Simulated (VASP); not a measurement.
# CsI (Pm-3m) in VASP: a series of runs

The runs below take CsI through relaxation of cell and atoms, with LDA, r2SCAN+rVV10.

Everything below comes from runs of VASP 6.6.1. Logs are shortened: lines on timing, memory, paths and dates and some standing lists are left out, and cuts for length are marked.

## 1. The cell of the first run

It takes space group Pm-3m (No. 221, cubic). Conventional cell: a = 4.567 Å, b = 4.567 Å, c = 4.567 Å, α = 90.00°, β = 90.00°, γ = 90.00°. Cs (site symmetry m-3m) has 8 I at 3.95 Å and 6 Cs at 4.57 Å within 5.2 Å. Within 5.2 Å of I (site symmetry m-3m) lie 8 Cs at 3.95 Å and 6 I at 4.57 Å.

## 2. Relaxation of cell and atoms, LDA

The input, INCAR:

```
SYSTEM = CsI
ALGO = Normal ; EDIFF = 1E-7
EDIFFG = -0.01 ; ENCUT = 500
GGA_COMPAT = .False. ; IBRION = 2
ISIF = 3 ; ISMEAR = 0
LASPH = .True. ; LCHARG = .False.
LREAL = .False. ; LWAVE = .False.
NELM = 120 ; NELMIN = 4
NSW = 60 ; PREC = Accurate
SIGMA = 0.01
```

The input, KPOINTS:

```
k-points
0
Gamma
  4 4 4
  0 0 0
```

The input, POSCAR:

```
CsI
1.0
    4.5667000000      0.0000000000      0.0000000000
    0.0000000000      4.5667000000      0.0000000000
    0.0000000000      0.0000000000      4.5667000000
Cs I
1 1
Direct
    0.0000000000      0.0000000000      0.0000000000
    0.5000000000      0.5000000000      0.5000000000
```

Potentials or basis: VASP PAW LDA potentials, release 64 (Cs_sv, I).

The run is started by

```sh
> cat potpaw_LDA.64/Cs_sv/POTCAR potpaw_LDA.64/I/POTCAR > POTCAR
> mpirun -np 1 vasp_std > vasp.out
```

OUTCAR:

```text
SYSTEM = CsI
   EDIFF = 1E-7
   EDIFFG = -0.01
   ENCUT = 500
   IBRION = 2
   ISIF = 3
   ISMEAR = 0
   LASPH = .True.
   LREAL = .False.
   NELM = 120
   NELMIN = 4
   NSW = 60
   PREC = Accurate

 ion  position               nearest neighbor table
   1  0.000  0.000  0.000-
   2  0.500  0.500  0.500-

  LATTYP: Found a simple cubic cell.
 ALAT       =     4.5667000000

  Lattice vectors:

 A1 = (   4.5667000000,   0.0000000000,   0.0000000000)
 A2 = (   0.0000000000,   4.5667000000,   0.0000000000)
 A3 = (   0.0000000000,   0.0000000000,   4.5667000000)

Analysis of symmetry for initial positions (statically):
=====================================================================
 Subroutine PRICEL returns:
 Original cell was already a primitive cell.

 Routine SETGRP: Setting up the symmetry group for a
 simple cubic supercell.

 Subroutine GETGRP returns: Found 48 space group operations
[... 9 lines left out ...]

 Routine SETGRP: Setting up the symmetry group for a
 simple cubic supercell.

 Subroutine GETGRP returns: Found 48 space group operations
[... 11 lines left out ...]
                                     Primitive cell

  volume of cell :      95.2374

  direct lattice vectors                    reciprocal lattice vectors
     4.566700000  0.000000000  0.000000000     0.218976504  0.000000000  0.000000000
     0.000000000  4.566700000  0.000000000     0.000000000  0.218976504  0.000000000
     0.000000000  0.000000000  4.566700000     0.000000000  0.000000000  0.218976504

  length of vectors
     4.566700000  4.566700000  4.566700000     0.218976504  0.218976504  0.218976504

  position of ions in fractional coordinates (direct lattice)
     0.000000000  0.000000000  0.000000000
     0.500000000  0.500000000  0.500000000

  ion indices of the primitive-cell ions
   primitive index   ion index
                 1           1
                 2           2

----------------------------------------------------------------------------------------

 KPOINTS: k-points

Automatic generation of k-mesh.
 Grid dimensions read from file:
 generate k-points for:    4    4    4

 Generating k-lattice:

  Cartesian coordinates                     Fractional coordinates (reciprocal lattice)
     0.054744126  0.000000000  0.000000000     0.250000000  0.000000000  0.000000000
     0.000000000  0.054744126  0.000000000     0.000000000  0.250000000  0.000000000
     0.000000000  0.000000000  0.054744126     0.000000000  0.000000000  0.250000000

  Length of vectors
     0.054744126  0.054744126  0.054744126

  Shift w.r.t. Gamma in fractional coordinates (k-lattice)
     0.000000000  0.000000000  0.000000000

 Subroutine IBZKPT returns following result:
 ===========================================

 Found     10 irreducible k-points:

 Following reciprocal coordinates:
            Coordinates               Weight
  0.000000  0.000000  0.000000      1.000000
  0.250000  0.000000  0.000000      6.000000
  0.500000  0.000000  0.000000      3.000000
  0.250000  0.250000  0.000000     12.000000
  0.500000  0.250000  0.000000     12.000000
  0.500000  0.500000  0.000000      3.000000
  0.250000  0.250000  0.250000      8.000000
  0.500000  0.250000  0.250000     12.000000
  0.500000  0.500000  0.250000      6.000000
  0.500000  0.500000  0.500000      1.000000
   k-points           NKPTS =     10   k-points in BZ     NKDIM =     10   number of bands    NBANDS=     12
   number of dos      NEDOS =    301   number of ions     NIONS =      2
   total plane-waves  NPLWV =  46656
   dimension x,y,z NGX =    36 NGY =   36 NGZ =   36
   dimension x,y,z NGXF=    72 NGYF=   72 NGZF=   72
   ions per type =               1   1
   NGX,Y,Z   is equivalent  to a cutoff of  13.11, 13.11, 13.11 a.u.
   NGXF,Y,Z  is equivalent  to a cutoff of  26.21, 26.21, 26.21 a.u.
 SYSTEM =  CsI
   PREC   = accura    normal or accurate (medium, high low for compatibility)
   ISTART =      0    job   : 0-new  1-cont  2-samecut
   ICHARG =      2    charge: 1-file 2-atom 10-const
   ISPIN  =      1    spin polarized calculation?
   LNONCOLLINEAR =      F non collinear calculations
   LSORBIT =      F    spin-orbit coupling
   LASPH  =      T    aspherical Exc in radial PAW
   ENCUT  =  500.0 eV  36.75 Ry    6.06 a.u.   8.33  8.33  8.33*2*pi/ulx,y,z
   NELM   =    120;   NELMIN=  4; NELMDL= -5     # of ELM steps
   EDIFF  = 0.1E-06   stopping-criterion for ELM
   LREAL  =      F    real-space projection
   EDIFFG = -.1E-01   stopping-criterion for IOM
   NSW    =     60    number of steps for IOM
   IBRION =      2    ionic relax: 0-MD 1-quasi-New 2-CG
   NFREE  =      1    steps in history (QN), initial steepest desc. (CG)
   ISIF   =      3    stress and relaxation
   ISYM   =      2    0-nonsym 1-usesym 2-fastsym
   POTIM  = 0.5000    time-step for ionic-motion
   TEBEG  =    0.0;   TEEND  =   0.0 temperature during run
   PSTRESS=    0.0 pullay stress
   NELECT =      16.0000    total number of electrons
   NUPDOWN=      -1.0000    fix difference up-down
   EMIN   =  10.00;   EMAX   =-10.00  energy-range for DOS
   EFERMI =   0.00;   METHOD = LEGACY
   ISMEAR =     0;   SIGMA  =   0.01  broadening in eV -4-tet -1-fermi 0-gaus
   EFERMI_NEDOS =   21; number of points for ismear=-14 and -15
   IALGO  =     38    algorithm
   IMIX   =      4    mixing-type and parameters
     AMIX     =   0.40;   BMIX     =  1.00
     AMIX_MAG =   1.60;   BMIX_MAG =  1.00
  volume/ion in A,a.u.               =      47.62       321.35
  Fermi-wavevector in a.u.,A,eV,Ry     =   0.903328  1.707043 11.102385  0.816002
  Thomas-Fermi vector in A             =   2.026641
   LORBIT       =      0    0 simple, 1 ext, 2 COOP (PROOUT), +10 PAW based schemes
   GGA     = CA    functional components
   LHFCALC =     F    Hartree Fock is set to
   AEXX    =    0.0000 exact exchange contribution
   IVDW    =     0    specifies the selected vdW correction
   LEPSILON=     F    determine dielectric tensor
   LRPA    =     F    only Hartree local field effects (RPA)
 conjugate gradient relaxation of ions
 non-spin polarized calculation
 Gauss-broadening in eV      SIGMA  =   0.01
  energy-cutoff  :      500.00
  volume of cell :       95.24
 maximum number of plane-waves:      2469
 NGX is ok and might be reduce to    36
   NGX = 17   NGY = 17   NGZ = 17

--------------------------------------- Ionic step        1  -------------------------------------------

 number of electron      16.0000003 magnetization

 Free energy of the ion-electron system (eV)
  ---------------------------------------------------
  ext. energy  EPLUGINS =         0.00000000
  ---------------------------------------------------
  free energy    TOTEN  =        -6.13915117 eV

  energy without entropy =       -6.13915117  energy(sigma->0) =       -6.13915117

------------------------ aborting loop because EDIFF is reached ----------------------------------------

  FORCE on cell =-STRESS in cart. coord.  units (eV):
  Direction    XX          YY          ZZ          XY          YZ          ZX
  --------------------------------------------------------------------------------------
  -------------------------------------------------------------------------------------
  Total       -0.8010716     -0.8010716     -0.8010716     -0.0000000      0.0000000     -0.0000000
  in kB      -13.4764181    -13.4764181    -13.4764181     -0.0000000      0.0000000     -0.0000000
  external PRESSURE =     -13.4764181 kB  Pullay stress =       0.0000000 kB

 VOLUME and BASIS-vectors are now :
 -----------------------------------------------------------------------------
  energy-cutoff  :      500.00
  volume of cell :       95.24
      direct lattice vectors                 reciprocal lattice vectors
     4.566700000  0.000000000  0.000000000     0.218976504  0.000000000  0.000000000
     0.000000000  4.566700000  0.000000000     0.000000000  0.218976504  0.000000000
     0.000000000  0.000000000  4.566700000     0.000000000  0.000000000  0.218976504

 POSITION                                       TOTAL-FORCE (eV/Angst)
 -----------------------------------------------------------------------------------
      0.00000      0.00000      0.00000         0.000000      0.000000      0.000000
      2.28335      2.28335      2.28335         0.000000      0.000000      0.000000
 -----------------------------------------------------------------------------------
    total drift:                               -0.000000      0.000000      0.000000

  FREE ENERGIE OF THE ION-ELECTRON SYSTEM (eV)
  ---------------------------------------------------
  free  energy   TOTEN  =        -6.1391511693 eV
[... 53 lines left out ...]
 VOLUME and BASIS-vectors are now :
 -----------------------------------------------------------------------------
  energy-cutoff  :      500.00
  volume of cell :       86.26
      direct lattice vectors                 reciprocal lattice vectors
     4.418378143  0.000000000 -0.000000000     0.226327392  0.000000000 -0.000000000
    -0.000000000  4.418378143  0.000000000     0.000000000  0.226327392  0.000000000
     0.000000000  0.000000000  4.418378143     0.000000000 -0.000000000  0.226327392

 POSITION                                       TOTAL-FORCE (eV/Angst)
 -----------------------------------------------------------------------------------
      0.00000      0.00000      0.00000         0.000000      0.000000      0.000000
      2.20919      2.20919      2.20919        -0.000000      0.000000      0.000000
 -----------------------------------------------------------------------------------
    total drift:                               -0.000000      0.000000      0.000000

  FREE ENERGIE OF THE ION-ELECTRON SYSTEM (eV)
  ---------------------------------------------------
  free  energy   TOTEN  =        -6.1831982290 eV

  energy  without entropy=       -6.1831982290  energy(sigma->0) =       -6.18319823

--------------------------------------- Ionic step        4  -------------------------------------------

 number of electron      15.9999997 magnetization

 Free energy of the ion-electron system (eV)
  ---------------------------------------------------
  ext. energy  EPLUGINS =         0.00000000
  ---------------------------------------------------
  free energy    TOTEN  =        -6.18331972 eV

  energy without entropy =       -6.18331972  energy(sigma->0) =       -6.18331972

 E-fermi :   1.4231     XC(G=0):  -8.5090

 val. band max:        1.3398967682   @ k =   0.5000   0.5000   0.0000
 cond. band min:       5.1179476978   @ k =   0.0000   0.0000   0.0000
 fundamental gap:      3.7780509295
 Fermi energy:         1.4231045829

 k-point     1 :       0.0000    0.0000    0.0000
  band No.  band energies     occupation
      1     -18.9037      2.00000
      2      -9.5519      2.00000
      3      -5.5857      2.00000
      4      -5.5857      2.00000
      5      -5.5857      2.00000
      6       1.2757      2.00000
      7       1.2757      2.00000
      8       1.2757      2.00000
      9       5.1179      0.00000
     10       5.1179      0.00000
     11       5.2567      0.00000
     12       9.2320      0.00000

 k-point     2 :       0.2500    0.0000    0.0000
  band No.  band energies     occupation
      1     -18.8829      2.00000
      2      -9.5733      2.00000
      3      -5.6781      2.00000
      4      -5.5354      2.00000
      5      -5.5354      2.00000
      6       0.2027      2.00000
      7       1.1495      2.00000
      8       1.1495      2.00000
      9       5.5177      0.00000
     10       6.3439      0.00000
     11       6.8105      0.00000
     12       9.1183      0.00000
[... 131 lines left out ...]
 VOLUME and BASIS-vectors are now :
 -----------------------------------------------------------------------------
  energy-cutoff  :      500.00
  volume of cell :       85.80
      direct lattice vectors                 reciprocal lattice vectors
     4.410546573  0.000000000 -0.000000000     0.226729269  0.000000000 -0.000000000
    -0.000000000  4.410546573  0.000000000     0.000000000  0.226729269  0.000000000
     0.000000000  0.000000000  4.410546573     0.000000000 -0.000000000  0.226729269

 POSITION                                       TOTAL-FORCE (eV/Angst)
 -----------------------------------------------------------------------------------
      0.00000      0.00000      0.00000         0.000000      0.000000      0.000000
      2.20527      2.20527      2.20527        -0.000000      0.000000      0.000000
 -----------------------------------------------------------------------------------
    total drift:                               -0.000000      0.000000      0.000000

  FREE ENERGIE OF THE ION-ELECTRON SYSTEM (eV)
  ---------------------------------------------------
  free  energy   TOTEN  =        -6.1833197219 eV

  energy  without entropy=       -6.1833197219  energy(sigma->0) =       -6.18331972

 reached required accuracy - stopping structural energy minimisation
```

Wall time 30 s (1 thread of AMD EPYC 7R43 (Zen 3), shared host); peak memory 0.15 GiB.

Results:

```
Free energy                            : -6.1833 eV
Relaxed volume                         : 42.90 Å³/atom
Relaxed cell                           : a = 4.411 Å, b = 4.411 Å, c = 4.411 Å, α = 90.00°, β = 90.00°, γ = 90.00°
Space group after relaxing (to 0.05 Å) : Pm-3m (No. 221)
Energy gained by relaxing              : 22.1 meV/atom
Ionic steps                            : 4
Pressure after relaxing                : 0.0 GPa
Band gap on the k mesh                 : 3.78 eV, indirect (least direct gap 3.84 eV)
```

The path:
```
step  energy change (eV)  largest force (eV/Å)  pressure (GPa)  volume (Å³)
   1              0.0000                0.0000           -1.35        95.24
   2             -0.0351                0.0000           -0.68        89.82
   3             -0.0440                0.0000           -0.08        86.26
   4             -0.0442                0.0000            0.00        85.80
```

Final structure:
```cif
data_structure
_symmetry_space_group_name_H-M 'P 1'
_symmetry_Int_Tables_number 1
_cell_length_a 4.4105
_cell_length_b 4.4105
_cell_length_c 4.4105
_cell_angle_alpha 90.000
_cell_angle_beta 90.000
_cell_angle_gamma 90.000
_cell_volume 85.80
loop_
_atom_site_label
_atom_site_type_symbol
_atom_site_fract_x
_atom_site_fract_y
_atom_site_fract_z
_atom_site_occupancy
Cs1 Cs 0.00000 0.00000 0.00000 1
I1 I 0.50000 0.50000 0.50000 1
```

Caveat: spin-orbit coupling is left out, which moves the levels of the heavy elements. Zero-point motion and thermal expansion aren't in these numbers.

## 3. Relaxation of cell and atoms, r2SCAN+rVV10

POSCAR is that of step 2.

The input, INCAR.step1:

```
PREC = Accurate ; ENCUT = 550
ISMEAR = 0 ; SIGMA = 0.01
LREAL = False ; LASPH = True
NELM = 120 ; GGA = PE
ALGO = Normal ; EDIFF = 1E-5
LWAVE = True ; LCHARG = False
GGA_COMPAT = False ; IBRION = 2
ISIF = 3 ; EDIFFG = -0.005
NELMIN = 4 ; NSW = 100
```

The input, INCAR.step2:

```
PREC = Accurate ; ENCUT = 550
EDIFF = 1E-7 ; ISMEAR = 0
SIGMA = 0.01 ; LREAL = False
LASPH = True ; NELM = 120
ALGO = Normal ; ISIF = 3
LWAVE = False ; LCHARG = False
METAGGA = R2SCAN ; LMIXTAU = True
LUSE_VDW = True ; IVDW_NL = 2
BPARAM = 11.95 ; CPARAM = 0.0093
IBRION = 2 ; NSW = 60
EDIFFG = -0.01 ; ISTART = 1
GGA_COMPAT = False ; NELMIN = 4
```

The input, KPOINTS:

```
Automatic mesh
0
Gamma
  4 4 4
```

Potentials or basis: VASP PAW PBE potentials, release 64 (Cs_sv, I).

The run is started by

```sh
> cat potpaw_PBE.64/Cs_sv/POTCAR potpaw_PBE.64/I/POTCAR > POTCAR
> cp INCAR.step1 INCAR
> mpirun -np 1 vasp_std > vasp.out
> cp INCAR.step2 INCAR
> mpirun -np 1 vasp_std > vasp.out
```

It took 6.9 min on 1 thread of AMD EPYC 7R43 (Zen 3), shared host; peak memory 0.36 GiB.

It converged, with:

```yaml
Free_energy: -52.5053 eV
Relaxed_volume: 47.13 Å³/atom
Relaxed_cell: a = 4.551 Å, b = 4.551 Å, c = 4.551 Å, α = 90.00°, β = 90.00°, γ = 90.00°
Space_group_after_relaxing_to_0.05_Å: Pm-3m (No. 221)
Energy_gained_by_relaxing: 0.3 meV/atom
Ionic_steps: 3
Pressure_after_relaxing: 0.0 GPa
Band_gap_on_the_k_mesh: 4.52 eV, indirect (least direct gap 4.61 eV)
```

The path:
```csv
step,energy change (eV),largest force (eV/Å),pressure (GPa),volume (Å³)
1,0.0000,0.0000,-0.15,95.24
2,-0.0004,0.0000,-0.06,94.62
3,-0.0005,0.0000,-0.01,94.26
```

Final structure:
```
Cs I
1.0
     4.55106    0.00000    0.00000
     0.00000    4.55106    0.00000
     0.00000    0.00000    4.55106
Cs I
1 1
Direct
  0.00000 0.00000 0.00000
  0.50000 0.50000 0.50000
```

Levels at points of the mesh, in eV from the valence-band top:
| k point | band 5 | band 6 | band 7 | band 8 | band 9 | band 10 | band 11 | band 12 |
| --- | --- | --- | --- | --- | --- | --- | --- | --- |
| (0.00, 0.00, 0.00) | -7.25 | -0.09 | -0.09 | -0.09 | 4.52 | 4.52 | 4.55 | 8.41 |
| (0.50, 0.00, 0.00) | -7.19 | -1.60 | -0.25 | -0.25 | 5.58 | 7.12 | 7.28 | 7.33 |
| (0.50, 0.50, 0.00) | -7.14 | -0.89 | -0.89 | 0.00 | 4.68 | 5.47 | 6.64 | 6.64 |
| (0.50, 0.50, 0.50) | -7.52 | -1.36 | -1.36 | -1.36 | 7.71 | 7.71 | 7.71 | 8.55 |

Caveat: the PAW data sets were made with another functional, which shifts forces and pressure a little; spin-orbit coupling is left out, which moves the levels of the heavy elements. r2SCAN opens gaps a little over a GGA but as a rule still falls short of measured ones.
